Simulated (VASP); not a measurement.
# Mn2Sn (F-43m) in VASP: a series of runs

Runs on Mn2Sn. Level: PBE. Tasks: single point.

Program: VASP 6.6.1. These are calculated values, not measurements. Logs are shortened: lines on timing, memory, paths and dates and some standing lists are left out, and cuts for length are marked.

### 1 The cell of the first run

The structure is cubic, space group F-43m (No. 216). The conventional cell has a = 6.045 Å, b = 6.045 Å, c = 6.045 Å, α = 90.00°, β = 90.00°, γ = 90.00°. Within 3.5 Å of Mn (site symmetry -43m) lie 4 Mn at 2.62 Å and 6 Sn at 3.02 Å. Mn (site symmetry -43m) has 4 Mn at 2.62 Å and 4 Sn at 2.62 Å within 3.5 Å. Within 3.5 Å of Sn (site symmetry -43m) lie 10 Mn at 2.62 to 3.02 Å.

The cell was built from a structure type or drawn by symmetry, and may not be a known phase.

### 2 Single point, PBE, collinear spin, ferrimagnetic start

File INCAR:

```
SYSTEM = Mn2Sn
PREC = Accurate ; ENCUT = 520
EDIFF = 1E-6 ; ISMEAR = 0
SIGMA = 0.1 ; LREAL = .False.
LASPH = .True. ; NELM = 150
ALGO = Normal ; ISIF = 2
LWAVE = .False. ; LCHARG = .False.
ISPIN = 2 ; MAGMOM = 3.52 -3.24 0
LORBIT = 11 ; LMAXMIX = 4
GGA = PE ; NBANDS = 31
```

File KPOINTS:

```
Automatic mesh
0
Gamma
  14 14 14
  0 0 0
```

File POSCAR:

```
Mn2Sn
1.0
    0.0000000000      3.0223761428      3.0223761428
    3.0223761428      0.0000000000      3.0223761428
    3.0223761428      3.0223761428      0.0000000000
Mn Sn
2 1
Direct
    0.5000000000      0.5000000000      0.5000000000
    0.2500000000      0.2500000000      0.2500000000
    0.0000000000      0.0000000000      0.0000000000
```

Potentials or basis: VASP PAW PBE potentials, release 64 (Mn_pv, Sn_d).

Started as:

```sh
$ cat potpaw_PBE.64/Mn_pv/POTCAR potpaw_PBE.64/Sn_d/POTCAR > POTCAR
$ mpirun -np 1 vasp_std > vasp.out
```

OUTCAR:

```text
SYSTEM = Mn2Sn
   PREC = Accurate
   ENCUT = 520
   EDIFF = 1E-6
   ISMEAR = 0
   LREAL = .False.
   LASPH = .True.
   NELM = 150
   ISIF = 2
   ISPIN = 2
   LORBIT = 11
   GGA = PE

 ion  position               nearest neighbor table
   1  0.500  0.500  0.500-   2 2.62   2 2.62   2 2.62   2 2.62   3 3.02   3 3.02   3 3.02   3 3.02
                             3 3.02   3 3.02
   2  0.250  0.250  0.250-   3 2.62   3 2.62   3 2.62   1 2.62   1 2.62   1 2.62   3 2.62   1 2.62

   3  0.000  0.000  0.000-   2 2.62   2 2.62   2 2.62   2 2.62   1 3.02   1 3.02   1 3.02   1 3.02
                             1 3.02   1 3.02

  LATTYP: Found a face centered cubic cell.
 ALAT       =     6.0447522856

  Lattice vectors:

 A1 = (   0.0000000000,   3.0223761428,   3.0223761428)
 A2 = (   3.0223761428,   0.0000000000,   3.0223761428)
 A3 = (   3.0223761428,   3.0223761428,   0.0000000000)

Analysis of symmetry for initial positions (statically):
=====================================================================
 Subroutine PRICEL returns:
 Original cell was already a primitive cell.

 Routine SETGRP: Setting up the symmetry group for a
 face centered cubic supercell.

 Subroutine GETGRP returns: Found 24 space group operations
 (whereof 24 operations were pure point group operations)
 out of a pool of 48 trial point group operations.

The static configuration has the point symmetry T_d .

Analysis of symmetry for dynamics (positions and initial velocities):
=====================================================================
 Subroutine PRICEL returns:
 Original cell was already a primitive cell.

 Routine SETGRP: Setting up the symmetry group for a
 face centered cubic supercell.

 Subroutine GETGRP returns: Found 24 space group operations
 (whereof 24 operations were pure point group operations)
 out of a pool of 48 trial point group operations.

The dynamic configuration has the point symmetry T_d .

Analysis of structural, dynamic, and magnetic symmetry:
=====================================================================
 Subroutine PRICEL returns:
 Original cell was already a primitive cell.

 Routine SETGRP: Setting up the symmetry group for a
 face centered cubic supercell.

 Subroutine GETGRP returns: Found 24 space group operations
 (whereof 24 operations were pure point group operations)
 out of a pool of 48 trial point group operations.

The overall configuration has the point symmetry T_d .

 Subroutine INISYM returns: Found 24 space group operations
 (whereof 24 operations are pure point group operations),
 and found     1 'primitive' translations

----------------------------------------------------------------------------------------

                                     Primitive cell

  volume of cell :      55.2173

  direct lattice vectors                    reciprocal lattice vectors
     0.000000000  3.022376143  3.022376143    -0.165432751  0.165432751  0.165432751
     3.022376143  0.000000000  3.022376143     0.165432751 -0.165432751  0.165432751
     3.022376143  3.022376143  0.000000000     0.165432751  0.165432751 -0.165432751

  length of vectors
     4.274285332  4.274285332  4.274285332     0.286537930  0.286537930  0.286537930

  position of ions in fractional coordinates (direct lattice)
     0.500000000  0.500000000  0.500000000
     0.250000000  0.250000000  0.250000000
     0.000000000  0.000000000  0.000000000

  ion indices of the primitive-cell ions
   primitive index   ion index
                 1           1
                 2           2
                 3           3

----------------------------------------------------------------------------------------

 KPOINTS: Automatic mesh

Automatic generation of k-mesh.
 Grid dimensions read from file:
 generate k-points for:   14   14   14

 Generating k-lattice:

  Cartesian coordinates                     Fractional coordinates (reciprocal lattice)
    -0.011816625  0.011816625  0.011816625     0.071428571  0.000000000  0.000000000
     0.011816625 -0.011816625  0.011816625     0.000000000  0.071428571  0.000000000
     0.011816625  0.011816625 -0.011816625     0.000000000  0.000000000  0.071428571

  Length of vectors
     0.020466995  0.020466995  0.020466995

  Shift w.r.t. Gamma in fractional coordinates (k-lattice)
     0.000000000  0.000000000  0.000000000

 Subroutine IBZKPT returns following result:
 ===========================================

 Found    104 irreducible k-points:

 Following reciprocal coordinates:
            Coordinates               Weight
  0.000000  0.000000  0.000000      1.000000
  0.071429  0.000000  0.000000      8.000000
  0.142857  0.000000  0.000000      8.000000
  0.214286  0.000000  0.000000      8.000000
  0.285714  0.000000  0.000000      8.000000
  0.357143  0.000000  0.000000      8.000000
[... 16 lines left out ...]
  0.214286  0.142857  0.000000     24.000000
  0.285714  0.142857  0.000000     24.000000
 [... further k-points ...]
   k-points           NKPTS =    104   k-points in BZ     NKDIM =    104   number of bands    NBANDS=     31
   number of dos      NEDOS =    301   number of ions     NIONS =      3
   total plane-waves  NPLWV =  32768
   dimension x,y,z NGX =    32 NGY =   32 NGZ =   32
   dimension x,y,z NGXF=    64 NGYF=   64 NGZF=   64
   ions per type =               2   1
   NGX,Y,Z   is equivalent  to a cutoff of  12.45, 12.45, 12.45 a.u.
   NGXF,Y,Z  is equivalent  to a cutoff of  24.89, 24.89, 24.89 a.u.
 SYSTEM =  Mn2Sn
   PREC   = accura    normal or accurate (medium, high low for compatibility)
   ISTART =      0    job   : 0-new  1-cont  2-samecut
   ICHARG =      2    charge: 1-file 2-atom 10-const
   ISPIN  =      2    spin polarized calculation?
   LNONCOLLINEAR =      F non collinear calculations
   LSORBIT =      F    spin-orbit coupling
   LASPH  =      T    aspherical Exc in radial PAW
   ENCUT  =  520.0 eV  38.22 Ry    6.18 a.u.   7.95  7.95  7.95*2*pi/ulx,y,z
   NELM   =    150;   NELMIN=  2; NELMDL= -5     # of ELM steps
   EDIFF  = 0.1E-05   stopping-criterion for ELM
   LREAL  =      F    real-space projection
   EDIFFG = 0.1E-04   stopping-criterion for IOM
   NSW    =      0    number of steps for IOM
   IBRION =     -1    ionic relax: 0-MD 1-quasi-New 2-CG
   NFREE  =      0    steps in history (QN), initial steepest desc. (CG)
   ISIF   =      2    stress and relaxation
   ISYM   =      2    0-nonsym 1-usesym 2-fastsym
   POTIM  = 0.5000    time-step for ionic-motion
   TEBEG  =    0.0;   TEEND  =   0.0 temperature during run
   PSTRESS=    0.0 pullay stress
   NELECT =      40.0000    total number of electrons
   NUPDOWN=      -1.0000    fix difference up-down
   EMIN   =  10.00;   EMAX   =-10.00  energy-range for DOS
   EFERMI =   0.00;   METHOD = LEGACY
   ISMEAR =     0;   SIGMA  =   0.10  broadening in eV -4-tet -1-fermi 0-gaus
   EFERMI_NEDOS =   21; number of points for ismear=-14 and -15
   IALGO  =     38    algorithm
   IMIX   =      4    mixing-type and parameters
     AMIX     =   0.40;   BMIX     =  1.00
     AMIX_MAG =   1.60;   BMIX_MAG =  1.00
  volume/ion in A,a.u.               =      18.41       124.21
  Fermi-wavevector in a.u.,A,eV,Ry     =   1.470290  2.778445 29.412428  2.161752
  Thomas-Fermi vector in A             =   2.585565
   LORBIT       =     11    0 simple, 1 ext, 2 COOP (PROOUT), +10 PAW based schemes
   GGA     = PE    functional components
   LHFCALC =     F    Hartree Fock is set to
   AEXX    =    0.0000 exact exchange contribution
   IVDW    =     0    specifies the selected vdW correction
   LEPSILON=     F    determine dielectric tensor
   LRPA    =     F    only Hartree local field effects (RPA)
 spin polarized calculation
 Gauss-broadening in eV      SIGMA  =   0.10
  energy-cutoff  :      520.00
  volume of cell :       55.22
 maximum number of plane-waves:      1524
   NGX = 15   NGY = 15   NGZ = 15

 number of electron      39.9999995 magnetization      -0.0826564

 number of electron      39.9999995 magnetization       0.1761511

 Free energy of the ion-electron system (eV)
  ---------------------------------------------------
  ext. energy  EPLUGINS =         0.00000000
  ---------------------------------------------------
  free energy    TOTEN  =       -21.16903625 eV

  energy without entropy =      -21.15820434  energy(sigma->0) =      -21.16362030

 E-fermi :   7.5393     XC(G=0): -11.2742

 val. band max:        7.5365419020   @ k =  -0.3571   0.4286   0.0714
 cond. band min:       7.5423672236   @ k =  -0.4286   0.1429   0.0000
 fundamental gap:      0.0058253216
 Fermi energy:         7.5392530382

 spin component 1

 k-point     1 :       0.0000    0.0000    0.0000
  band No.  band energies     occupation
      1     -42.0751      1.00000
      2     -42.0751      1.00000
      3     -42.0751      1.00000
      4     -38.8086      1.00000
      5     -38.8086      1.00000
      6     -38.8086      1.00000
[... 23 lines left out ...]
     30      15.8774      0.00000
     31      15.8774      0.00000

 k-point     2 :       0.0714    0.0000    0.0000
  band No.  band energies     occupation
      1     -42.0751      1.00000
      2     -42.0751      1.00000
      3     -42.0751      1.00000
      4     -38.8086      1.00000
      5     -38.8086      1.00000
      6     -38.8086      1.00000
[... 23 lines left out ...]
     30      15.7408      0.00000
     31      15.8596      0.00000

 k-point     3 :       0.1429    0.0000    0.0000
  band No.  band energies     occupation
      1     -42.0752      1.00000
      2     -42.0752      1.00000
      3     -42.0752      1.00000
      4     -38.8088      1.00000
      5     -38.8085      1.00000
      6     -38.8085      1.00000
[... 703 lines left out ...]
     30      15.8135      0.00000
     31      17.4740      0.00000

 k-point    24 :       0.2857    0.1429    0.0000
  band No.  band energies     occupation
      1     -42.0757      1.00000
      2     -42.0756      1.00000
      3     -42.0750      1.00000
      4     -38.8095      1.00000
      5     -38.8083      1.00000
      6     -38.8082      1.00000
[... 23 lines left out ...]
     30      16.3258      0.00000
     31      17.9601      0.00000

 [... further k-points ...]

 spin component 2

 k-point     1 :       0.0000    0.0000    0.0000
  band No.  band energies     occupation
      1     -41.8611      1.00000
      2     -41.8611      1.00000
      3     -41.8611      1.00000
      4     -38.6446      1.00000
      5     -38.6446      1.00000
      6     -38.6446      1.00000
[... 23 lines left out ...]
     30      15.7615      0.00000
     31      16.4520      0.00000

 k-point     2 :       0.0714    0.0000    0.0000
  band No.  band energies     occupation
      1     -41.8611      1.00000
      2     -41.8611      1.00000
      3     -41.8611      1.00000
      4     -38.6446      1.00000
      5     -38.6446      1.00000
      6     -38.6446      1.00000
[... 23 lines left out ...]
     30      15.8323      0.00000
     31      16.3776      0.00000

 k-point     3 :       0.1429    0.0000    0.0000
  band No.  band energies     occupation
      1     -41.8612      1.00000
      2     -41.8612      1.00000
      3     -41.8612      1.00000
      4     -38.6448      1.00000
      5     -38.6445      1.00000
      6     -38.6445      1.00000
[... 703 lines left out ...]
     30      15.8951      0.00000
     31      17.6173      0.00000

 k-point    24 :       0.2857    0.1429    0.0000
  band No.  band energies     occupation
      1     -41.8617      1.00000
      2     -41.8616      1.00000
      3     -41.8610      1.00000
      4     -38.6456      1.00000
      5     -38.6443      1.00000
      6     -38.6442      1.00000
[... 23 lines left out ...]
     30      16.7056      0.00000
     31      17.8802      0.00000

 [... further k-points ...]

------------------------ aborting loop because EDIFF is reached ----------------------------------------

  FORCE on cell =-STRESS in cart. coord.  units (eV):
  Direction    XX          YY          ZZ          XY          YZ          ZX
  --------------------------------------------------------------------------------------
  -------------------------------------------------------------------------------------
  Total        0.0399469      0.0399469      0.0399469     -0.0000000      0.0000000     -0.0000000
  in kB        1.1590930      1.1590930      1.1590930     -0.0000000      0.0000000     -0.0000000
  external PRESSURE =       1.1590930 kB  Pullay stress =       0.0000000 kB

 VOLUME and BASIS-vectors are now :
 -----------------------------------------------------------------------------
  energy-cutoff  :      520.00
  volume of cell :       55.22
      direct lattice vectors                 reciprocal lattice vectors
     0.000000000  3.022376143  3.022376143    -0.165432751  0.165432751  0.165432751
     3.022376143  0.000000000  3.022376143     0.165432751 -0.165432751  0.165432751
     3.022376143  3.022376143  0.000000000     0.165432751  0.165432751 -0.165432751

 POSITION                                       TOTAL-FORCE (eV/Angst)
 -----------------------------------------------------------------------------------
      3.02238      3.02238      3.02238        -0.000000     -0.000000     -0.000000
      1.51119      1.51119      1.51119         0.000000      0.000000      0.000000
      0.00000      0.00000      0.00000         0.000000      0.000000      0.000000
 -----------------------------------------------------------------------------------
    total drift:                                0.000000      0.000000      0.000000

  FREE ENERGIE OF THE ION-ELECTRON SYSTEM (eV)
  ---------------------------------------------------
  free  energy   TOTEN  =       -21.1690362521 eV

  energy  without entropy=      -21.1582043418  energy(sigma->0) =      -21.16362030

 total charge

# of ion       s       p       d       tot
------------------------------------------
    1        0.320   6.202   4.976  11.497
    2        0.349   6.311   5.058  11.718
    3        1.132   1.322  10.014  12.468
--------------------------------------------------
tot          1.800  13.834  20.049  35.683

 magnetization (x)

# of ion       s       p       d       tot
------------------------------------------
    1        0.059   0.022   3.188   3.269
    2       -0.058  -0.085  -2.851  -2.994
    3        0.023  -0.047  -0.014  -0.038
--------------------------------------------------
tot          0.025  -0.109   0.322   0.237
```

Run time: 2 min. Hardware: 1 thread of Intel Xeon 6975P-C (Granite Rapids), shared host; peak memory 0.39 GiB.

Results:

| Item | Value |
| --- | --- |
| Free energy | -21.1690 eV |
| Pressure | 0.1 GPa |
| Net moment | 0.18 μB per cell |
| Site moments | Mn +3.27, -2.99; Sn -0.04 μB |
| Valence electrons inside the program's atomic spheres | Mn 11.50, 11.72; Sn 12.47 |

Levels at points of the mesh, in eV from the Fermi level:
Spin up:
| k point | band 18 | band 19 | band 20 | band 21 | band 22 | band 23 |
| --- | --- | --- | --- | --- | --- | --- |
| (0.00, 0.00, 0.00) | -1.19 | -1.19 | -1.19 | 1.27 | 1.27 | 4.03 |
| (0.50, 0.00, 0.00) | -2.13 | -0.05 | -0.05 | 0.72 | 0.99 | 0.99 |
| (0.50, 0.50, 0.00) | -1.96 | -1.05 | -1.05 | -1.00 | 0.83 | 0.83 |
Spin down:
```csv
k point,band 18,band 19,band 20,band 21,band 22,band 23
"(0.00, 0.00, 0.00)",0.15,0.15,0.15,1.25,1.25,3.83
"(0.50, 0.00, 0.00)",-2.11,-0.27,-0.27,1.22,1.22,1.33
"(0.50, 0.50, 0.00)",-2.09,-1.01,-1.01,0.62,0.96,1.37
```

Caveat: spin-orbit coupling is left out, which moves the levels of the heavy elements.

(Continued in part 2 of 2.)
